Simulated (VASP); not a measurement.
Input of a VASP 6.6.1 run:

Contents of POSCAR:

```
BiB
1.0
    0.0000000000      2.7448744634      2.7448744634
    2.7448744634      0.0000000000      2.7448744634
    2.7448744634      2.7448744634      0.0000000000
B Bi
1 1
Direct
    0.0000000000      0.0000000000      0.0000000000
    0.2500000000      0.2500000000      0.2500000000
```

File INCAR.step1:

```
ALGO     = Normal         # electronic algorithm
EDIFF    = 1E-5           # SCF threshold, eV
ENCUT    = 520            # plane-wave cutoff, eV
GGA      = PE             # functional
ISIF     = 2              # what is computed and relaxed
ISMEAR   = 0              # smearing method
LASPH    = True           # aspherical terms in the spheres
LCHARG   = False          # write CHGCAR
LREAL    = False          # projectors in reciprocal space
LWAVE    = True           # write WAVECAR
NBANDS   = 16             # bands
NELM     = 100            # most SCF steps
PREC     = Accurate       # precision mode
SIGMA    = 0.01           # smearing width, eV
```

INCAR.step2

```
ALGO     = Normal         # electronic algorithm
EDIFF    = 1E-7           # SCF threshold, eV
ENCUT    = 520            # plane-wave cutoff, eV
GGA      = PE             # functional
HFSCREEN = 0.2079         # screening, 1/A
ISIF     = 2              # what is computed and relaxed
ISMEAR   = 0              # smearing method
ISTART   = 1            
LASPH    = True           # aspherical terms in the spheres
LCHARG   = False          # write CHGCAR
LHFCALC  = True           # exact exchange
LREAL    = False          # projectors in reciprocal space
LWAVE    = False          # write WAVECAR
NBANDS   = 16             # bands
NELM     = 100            # most SCF steps
PREC     = Accurate       # precision mode
PRECFOCK = Normal       
SIGMA    = 0.01           # smearing width, eV
```

File KPOINTS:

```
k-points
0
Gamma
  6 6 6
```

Potentials or basis: VASP PAW PBE potentials, release 64 (B, Bi_d).

Launch:

```sh
$ cat potpaw_PBE.64/B/POTCAR potpaw_PBE.64/Bi_d/POTCAR > POTCAR
$ cp INCAR.step1 INCAR
$ mpirun -np 1 vasp_std > vasp.out
$ cp INCAR.step2 INCAR
$ mpirun -np 1 vasp_std > vasp.out
```

What does it give for the pressure?

-1.8 GPa.

Estimate the band gap on the k mesh.

0.90 eV.

Caveat: the structure was generated, so it needn't be the stable form of BiB; the PAW data sets were made with another functional, which shifts forces and pressure a little; spin-orbit coupling is left out, which moves the levels of the heavy elements. A k mesh can miss the band edges.
